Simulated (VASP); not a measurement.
# InSe (P-6m2) in VASP: a series of runs

InSe is run at these levels: RPBE+D4, revPBE+D4, PBE, BLYP; tasks: single point.

Program: VASP 6.6.1. These are calculated values, not measurements. Logs are shortened: lines on timing, memory, paths and dates and some standing lists are left out, and cuts for length are marked.

## 1. The cell of the first run

The structure is hexagonal, space group P-6m2 (No. 187). Conventional cell: a = 4.020 Å, b = 4.020 Å, c = 16.349 Å, α = 90.00°, β = 90.00°, γ = 120.00°. Within 3.5 Å of In (site symmetry 3m) lie 3 Se at 2.66 Å and 1 In at 2.79 Å. Within 3.5 Å of In (site symmetry 3m) lie 3 Se at 2.66 Å and 1 In at 2.79 Å. Se (site symmetry 3m) has 3 In at 2.66 Å within 3.5 Å. Within 3.5 Å of Se (site symmetry 3m) lie 3 In at 2.66 Å.

## 2. Single point, RPBE+D4

INCAR

```
ALGO = Normal
EDIFF = 1E-6
ENCUT = 520
GGA = RP
ISIF = 2
ISMEAR = -1
IVDW = 13
LASPH = True
LCHARG = False
LREAL = False
LWAVE = False
NBANDS = 48
NELM = 80
PREC = Accurate
SIGMA = 0.05
```

KPOINTS

```
k-points
0
Gamma
  8 8 2
```

POSCAR

```
InSe
1.0
    4.0196993499      0.0000000000      0.0000000000
   -2.0098496750      3.4811617526      0.0000000000
    0.0000000000      0.0000000000     16.3487962873
In Se
4 4
Direct
    0.3333333333      0.6666666667      0.0854387255
    0.3333333333      0.6666666667      0.9145612745
    0.0000000000      0.0000000000      0.4145726812
    0.0000000000      0.0000000000      0.5854273188
    0.3333333333      0.6666666667      0.3349115610
    0.3333333333      0.6666666667      0.6650884390
    0.6666666667      0.3333333333      0.1653194690
    0.6666666667      0.3333333333      0.8346805310
```

Potentials or basis: VASP PAW PBE potentials, release 64 (In_d, Se).

Run with:

```sh
> cat potpaw_PBE.64/In_d/POTCAR potpaw_PBE.64/Se/POTCAR > POTCAR
> mpirun -np 1 vasp_std > vasp.out
```

OUTCAR:

```text
EDIFF = 1E-6
   ENCUT = 520
   GGA = RP
   ISIF = 2
   ISMEAR = -1
   IVDW = 13
   LASPH = True
   LREAL = False
   NELM = 80
   PREC = Accurate

 ion  position               nearest neighbor table
   1  0.333  0.667  0.085-   7 2.66   7 2.66   7 2.66   2 2.79
   2  0.333  0.667  0.915-   8 2.66   8 2.66   8 2.66   1 2.79
   3  0.000  0.000  0.415-   5 2.66   5 2.66   5 2.66   4 2.79
   4  0.000  0.000  0.585-   6 2.66   6 2.66   6 2.66   3 2.79
   5  0.333  0.667  0.335-   3 2.66   3 2.66   3 2.66
   6  0.333  0.667  0.665-   4 2.66   4 2.66   4 2.66
   7  0.667  0.333  0.165-   1 2.66   1 2.66   1 2.66
   8  0.667  0.333  0.835-   2 2.66   2 2.66   2 2.66

  LATTYP: Found a hexagonal cell.
 ALAT       =     4.0196993499
 C/A-ratio  =     4.0671689259

  Lattice vectors:

 A1 = (   4.0196993499,   0.0000000000,   0.0000000000)
 A2 = (  -2.0098496750,   3.4811617526,   0.0000000000)
 A3 = (   0.0000000000,   0.0000000000,  16.3487962873)

Analysis of symmetry for initial positions (statically):
=====================================================================
 Subroutine PRICEL returns:
 Original cell was already a primitive cell.

 Routine SETGRP: Setting up the symmetry group for a
 hexagonal supercell.

 Subroutine GETGRP returns: Found 12 space group operations
 (whereof 12 operations were pure point group operations)
 out of a pool of 24 trial point group operations.

The static configuration has the point symmetry D_3h.

Analysis of symmetry for dynamics (positions and initial velocities):
=====================================================================
 Subroutine PRICEL returns:
 Original cell was already a primitive cell.

 Routine SETGRP: Setting up the symmetry group for a
 hexagonal supercell.

 Subroutine GETGRP returns: Found 12 space group operations
 (whereof 12 operations were pure point group operations)
 out of a pool of 24 trial point group operations.

The dynamic configuration has the point symmetry D_3h.

 Subroutine INISYM returns: Found 12 space group operations
 (whereof 12 operations are pure point group operations),
 and found     1 'primitive' translations

----------------------------------------------------------------------------------------

                                     Primitive cell

  volume of cell :     228.7724

  direct lattice vectors                    reciprocal lattice vectors
     4.019699350  0.000000000  0.000000000     0.248774824  0.143630212  0.000000000
    -2.009849675  3.481161753  0.000000000     0.000000000  0.287260424  0.000000000
     0.000000000  0.000000000 16.348796287     0.000000000  0.000000000  0.061166583

  length of vectors
     4.019699350  4.019699350 16.348796287     0.287260424  0.287260424  0.061166583

  position of ions in fractional coordinates (direct lattice)
     0.333333333  0.666666667  0.085438725
     0.333333333  0.666666667  0.914561275
     0.000000000  0.000000000  0.414572681
     0.000000000  0.000000000  0.585427319
     0.333333333  0.666666667  0.334911561
     0.333333333  0.666666667  0.665088439
     0.666666667  0.333333333  0.165319469
     0.666666667  0.333333333  0.834680531

  ion indices of the primitive-cell ions
   primitive index   ion index
                 1           1
                 2           2
                 3           3
                 4           4
                 5           5
                 6           6
                 7           7
                 8           8

----------------------------------------------------------------------------------------

 KPOINTS: k-points

Automatic generation of k-mesh.
 Grid dimensions read from file:
 generate k-points for:    8    8    2

 Generating k-lattice:

  Cartesian coordinates                     Fractional coordinates (reciprocal lattice)
     0.031096853  0.017953776  0.000000000     0.125000000 -0.000000000  0.000000000
     0.000000000  0.035907553  0.000000000     0.000000000  0.125000000  0.000000000
     0.000000000  0.000000000  0.030583291     0.000000000  0.000000000  0.500000000

  Length of vectors
     0.035907553  0.035907553  0.030583291

  Shift w.r.t. Gamma in fractional coordinates (k-lattice)
     0.000000000  0.000000000  0.000000000

 Subroutine IBZKPT returns following result:
 ===========================================

 Found     20 irreducible k-points:

 Following reciprocal coordinates:
            Coordinates               Weight
  0.000000  0.000000  0.000000      1.000000
  0.125000 -0.000000  0.000000      6.000000
  0.250000 -0.000000  0.000000      6.000000
  0.375000 -0.000000  0.000000      6.000000
  0.500000 -0.000000  0.000000      3.000000
  0.125000  0.125000  0.000000      6.000000
[... 12 lines left out ...]
  0.250000  0.250000  0.500000      6.000000
  0.375000  0.250000  0.500000      6.000000
   k-points           NKPTS =     20   k-points in BZ     NKDIM =     20   number of bands    NBANDS=     48
   number of dos      NEDOS =    301   number of ions     NIONS =      8
   total plane-waves  NPLWV = 113400
   dimension x,y,z NGX =    30 NGY =   30 NGZ =  126
   dimension x,y,z NGXF=    60 NGYF=   60 NGZF=  252
   ions per type =               4   4
   NGX,Y,Z   is equivalent  to a cutoff of  12.41, 12.41, 12.81 a.u.
   NGXF,Y,Z  is equivalent  to a cutoff of  24.81, 24.81, 25.63 a.u.
 SYSTEM =  unknown system
   PREC   = accura    normal or accurate (medium, high low for compatibility)
   ISTART =      0    job   : 0-new  1-cont  2-samecut
   ICHARG =      2    charge: 1-file 2-atom 10-const
   ISPIN  =      1    spin polarized calculation?
   LNONCOLLINEAR =      F non collinear calculations
   LSORBIT =      F    spin-orbit coupling
   LASPH  =      T    aspherical Exc in radial PAW
   ENCUT  =  520.0 eV  38.22 Ry    6.18 a.u.   7.47  7.47 30.40*2*pi/ulx,y,z
   NELM   =     80;   NELMIN=  2; NELMDL= -5     # of ELM steps
   EDIFF  = 0.1E-05   stopping-criterion for ELM
   LREAL  =      F    real-space projection
   EDIFFG = 0.1E-04   stopping-criterion for IOM
   NSW    =      0    number of steps for IOM
   IBRION =     -1    ionic relax: 0-MD 1-quasi-New 2-CG
   NFREE  =      0    steps in history (QN), initial steepest desc. (CG)
   ISIF   =      2    stress and relaxation
   ISYM   =      2    0-nonsym 1-usesym 2-fastsym
   POTIM  = 0.5000    time-step for ionic-motion
   TEBEG  =    0.0;   TEEND  =   0.0 temperature during run
   PSTRESS=    0.0 pullay stress
   NELECT =      76.0000    total number of electrons
   NUPDOWN=      -1.0000    fix difference up-down
   EMIN   =  10.00;   EMAX   =-10.00  energy-range for DOS
   EFERMI =   0.00;   METHOD = LEGACY
   ISMEAR =    -1;   SIGMA  =   0.05  broadening in eV -4-tet -1-fermi 0-gaus
   EFERMI_NEDOS =   21; number of points for ismear=-14 and -15
   IALGO  =     38    algorithm
   IMIX   =      4    mixing-type and parameters
     AMIX     =   0.40;   BMIX     =  1.00
     AMIX_MAG =   1.60;   BMIX_MAG =  1.00
  volume/ion in A,a.u.               =      28.60       192.98
  Fermi-wavevector in a.u.,A,eV,Ry     =   1.133822  2.142613 17.490998  1.285552
  Thomas-Fermi vector in A             =   2.270525
   LORBIT       =      0    0 simple, 1 ext, 2 COOP (PROOUT), +10 PAW based schemes
   GGA     = RP    functional components
   LHFCALC =     F    Hartree Fock is set to
   AEXX    =    0.0000 exact exchange contribution
   IVDW    =    13    specifies the selected vdW correction
   LEPSILON=     F    determine dielectric tensor
   LRPA    =     F    only Hartree local field effects (RPA)
 non-spin polarized calculation
  energy-cutoff  :      520.00
  volume of cell :      228.77
 maximum number of plane-waves:      6190
 NGX is ok and might be reduce to    30
   NGX = 15   NGY = 15   NGZ = 61

 number of electron      76.0000011 magnetization

 Free energy of the ion-electron system (eV)
  ---------------------------------------------------
  ext. energy  EPLUGINS =         0.00000000
  ---------------------------------------------------
  free energy    TOTEN  =       -25.47798420 eV

  energy without entropy =      -25.47777826  energy(sigma->0) =      -25.47788123

 E-fermi :   4.7178     XC(G=0):  -8.8685

 val. band max:        4.5066918183   @ k =   0.0000   0.0000   0.0000
 cond. band min:       4.9023206319   @ k =   0.0000   0.0000   0.0000
 fundamental gap:      0.3956288136
 Fermi energy:         4.7178107673

 k-point     1 :       0.0000    0.0000    0.0000
  band No.  band energies     occupation
      1     -10.4017      2.00000
      2     -10.3866      2.00000
      3     -10.2197      2.00000
      4     -10.2197      2.00000
      5     -10.2040      2.00000
      6     -10.2040      2.00000
[... 40 lines left out ...]
     47       9.4601      0.00000
     48       9.9301      0.00000

 k-point     2 :       0.1250   -0.0000    0.0000
  band No.  band energies     occupation
      1     -10.4008      2.00000
      2     -10.3860      2.00000
      3     -10.2702      2.00000
      4     -10.2519      2.00000
      5     -10.2177      2.00000
      6     -10.2019      2.00000
[... 40 lines left out ...]
     47       9.1776      0.00000
     48       9.6232      0.00000

 k-point     3 :       0.2500   -0.0000    0.0000
  band No.  band energies     occupation
      1     -10.4228      2.00000
      2     -10.4076      2.00000
      3     -10.3398      2.00000
      4     -10.3210      2.00000
      5     -10.2991      2.00000
      6     -10.2756      2.00000
[... 40 lines left out ...]
     47       8.8879      0.00000
     48       9.1348      0.00000

 k-point     4 :       0.3750   -0.0000    0.0000
  band No.  band energies     occupation
      1     -10.4848      2.00000
      2     -10.4667      2.00000
      3     -10.3785      2.00000
      4     -10.3577      2.00000
      5     -10.3485      2.00000
      6     -10.3324      2.00000
[... 754 lines left out ...]
     47       8.8350      0.00000
     48       8.9419      0.00000

 k-point    19 :       0.2500    0.2500    0.5000
  band No.  band energies     occupation
      1     -10.4932      2.00000
      2     -10.4809      2.00000
      3     -10.3924      2.00000
      4     -10.3814      2.00000
      5     -10.3470      2.00000
      6     -10.3320      2.00000
[... 40 lines left out ...]
     47       9.4743      0.00000
     48       9.5896      0.00000

 k-point    20 :       0.3750    0.2500    0.5000
  band No.  band energies     occupation
      1     -10.5067      2.00000
      2     -10.4943      2.00000
      3     -10.4090      2.00000
      4     -10.3976      2.00000
      5     -10.3457      2.00000
      6     -10.3303      2.00000
[... 40 lines left out ...]
     47       9.6998      0.00000
     48       9.7808      0.00000

------------------------ aborting loop because EDIFF is reached ----------------------------------------

  DFT-D4 for vdW energy calculation

  Edisp (eV):   -4.81494

  FORCE on cell =-STRESS in cart. coord.  units (eV):
  Direction    XX          YY          ZZ          XY          YZ          ZX
  --------------------------------------------------------------------------------------
  -------------------------------------------------------------------------------------
  Total       0.07472     0.07472     0.02757    -0.00000    -0.00000    -0.00000
  in kB       0.52332     0.52332     0.19310    -0.00000    -0.00000    -0.00000
  external pressure =        0.41 kB  Pullay stress =        0.00 kB

 VOLUME and BASIS-vectors are now :
 -----------------------------------------------------------------------------
  energy-cutoff  :      520.00
  volume of cell :      228.77
      direct lattice vectors                 reciprocal lattice vectors
     4.019699350  0.000000000  0.000000000     0.248774824  0.143630212  0.000000000
    -2.009849675  3.481161753  0.000000000     0.000000000  0.287260424  0.000000000
     0.000000000  0.000000000 16.348796287     0.000000000  0.000000000  0.061166583

 POSITION                                       TOTAL-FORCE (eV/Angst)
 -----------------------------------------------------------------------------------
     -0.00000      2.32077      1.39682         0.000000      0.000000     -0.008522
     -0.00000      2.32077     14.95198         0.000000      0.000000      0.008522
      0.00000      0.00000      6.77776         0.000000     -0.000000      0.007510
      0.00000      0.00000      9.57103         0.000000     -0.000000     -0.007510
     -0.00000      2.32077      5.47540        -0.000000      0.000000     -0.013363
     -0.00000      2.32077     10.87340        -0.000000      0.000000      0.013363
      2.00985      1.16039      2.70277         0.000000      0.000000      0.014273
      2.00985      1.16039     13.64602         0.000000      0.000000     -0.014273
 -----------------------------------------------------------------------------------
    total drift:                               -0.000000      0.000000     -0.000000

  FREE ENERGIE OF THE ION-ELECTRON SYSTEM (eV)
  ---------------------------------------------------
  free  energy   TOTEN  =       -30.2929195211 eV

  energy  without entropy=      -30.2927135762  energy(sigma->0) =      -30.29281655
```

It took 4.2 min on 1 thread of Intel Xeon Platinum 8488C (Sapphire Rapids), shared host; peak memory 0.42 GiB.

What came out:

```
Free energy                : -30.2929 eV
Pressure                   : 0.0 GPa
Largest force              : 0.014 eV/Å
Band gap on the k mesh     : 0.40 eV, direct
Dispersion energy per atom : -0.602 eV
```

Forces in eV/Å, atoms in the order of the input:
```
In   0.000  0.000 -0.009
In   0.000  0.000  0.009
In   0.000  0.000  0.008
In   0.000  0.000 -0.008
Se   0.000  0.000 -0.013
Se   0.000  0.000  0.013
Se   0.000  0.000  0.014
Se   0.000  0.000 -0.014
```

Levels at points of the mesh, in eV from the valence-band top:
```
           k point  band 36  band 37  band 38  band 39  band 40  band 41
(0.00, 0.00, 0.00)    -1.13    -1.13     0.00     0.40     1.94     2.14
(0.50, 0.00, 0.00)    -1.97    -1.89    -1.59     1.26     1.30     1.82
(0.00, 0.00, 0.50)    -1.16    -1.01    -0.95     1.24     1.37     2.24
(0.50, 0.00, 0.50)    -2.05    -1.71    -1.53     1.10     1.20     1.76
```

Caveat: the PAW data sets were made with another functional, which shifts forces and pressure a little; spin-orbit coupling is left out, which moves the levels of the heavy elements.

[end of part 1 of 2]
